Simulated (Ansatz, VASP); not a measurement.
**PbSe: VASP beside Ansatz**

Contents of INCAR:

```
SYSTEM = PbSe
PREC = Accurate
ENCUT = 520
EDIFF = 1E-7
ISMEAR = 0
SIGMA = 0.03
LREAL = .FALSE.
LASPH = .TRUE.
NELM = 100
ALGO = Normal
ISIF = 2
LWAVE = .FALSE.
LCHARG = .FALSE.
GGA = PE
IVDW = 12
NBANDS = 17
```

KPOINTS

```
regular mesh
0
G
  10 10 10
  0 0 0
```

File POSCAR:

```
PbSe
1.0
    0.0000000000      2.9598233109      3.0563135508
    2.9598233109      0.0000000000      3.0563135508
    2.9598233109      2.9598233109      0.0000000000
Pb Se
1 1
Direct
    0.0000000000      0.0000000000      0.0000000000
    0.5000000000      0.5000000000      0.5000000000
```

Input for Ansatz:

```yaml
crystal:
  lattice:
    - [0.0, 2.9598233109, 3.0563135508]
    - [2.9598233109, 0.0, 3.0563135508]
    - [2.9598233109, 2.9598233109, 0.0]
  atoms:
    - { symbol: Pb, position: [0.0, 0.0, 0.0] }
    - { symbol: Se, position: [0.5, 0.5, 0.5] }
basis:
  ecutwfc: 420
kpoints:
  mp_grid: { grid: [10, 10, 10] }
hamiltonian:
  xc: pbe
  dispersion: d3bj
scf:
  occupations: { method: gaussian, width: 0.03 }
output:
  forces: true
  stress: true
  eigenvalues: true
```

Alike in both runs: task single point; functional PBE; dispersion D3(BJ); k mesh 10 × 10 × 10; occupations gaussian, width 0.03 eV; no spin polarisation.

```csv
,VASP,Ansatz
version,VASP 6.6.1,Ansatz 0.2.0
potentials or method,"VASP PAW PBE potentials, release 64 (Pb_d, Se), cutoff 520 eV","scalar-relativistic, plane waves, PAW"
valence electrons in the cell,20,30
```

Ansatz gave:

```
least direct gap on the mesh (eV)                             : 0.00
pressure (GPa)                                                : 4.7
traceless stress, the component that is largest in VASP (GPa) : -3.50
```

Task: Estimate VASP's values.

Result: Least direct gap on the mesh (eV): 0.01; pressure (GPa): 4.7; traceless stress, the component that is largest in VASP (GPa): -3.51.

VASP's potentials hold 20 valence electrons a cell and Ansatz's 30, so a difference there can come from the potentials and not from the codes.

Spin-orbit coupling is off throughout.
